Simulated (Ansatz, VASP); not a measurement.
**CuP3 in VASP and in Ansatz**

```
Cu P
1.0
     3.85894    0.00000    0.00000
     0.00000    3.85894    0.00000
     0.00000    0.00000    3.85894
Cu P
1 3
Direct
  0.00000 0.00000 0.00000
  0.00000 0.50000 0.50000
  0.50000 0.00000 0.50000
  0.50000 0.50000 0.00000
```

Alike in both runs: functional PBE; k mesh 4 × 4 × 4; occupations gaussian, width 0.1 eV; no spin polarisation.

Ansatz relaxed the structure, and its values are those at the end. VASP's run is a single point on that final structure, the one shown.

```csv
,VASP,Ansatz
version,VASP 6.6.1,Ansatz 0.2.0
potentials or method,"VASP PAW PBE potentials, release 64 (Cu, P), cutoff 520 eV","scalar-relativistic, plane waves, PAW"
valence electrons in the cell,26,34
```

Ansatz gave:

```
gap on the k mesh at the Fermi level (eV) : none
pressure (GPa)                            : -0.2
```

Task: Which values does VASP return?

Result: gap on the k mesh at the Fermi level (eV): none; pressure (GPa): -0.3.

A gap of «none» marks a metal or a gap that the smearing closes. With one functional, cell and mesh, what is left measures potentials, basis and numerics. VASP's potentials hold 26 valence electrons a cell and Ansatz's 34, so a difference there can come from the potentials and not from the codes.

The k mesh is coarse, so the values compare programs but aren't converged.
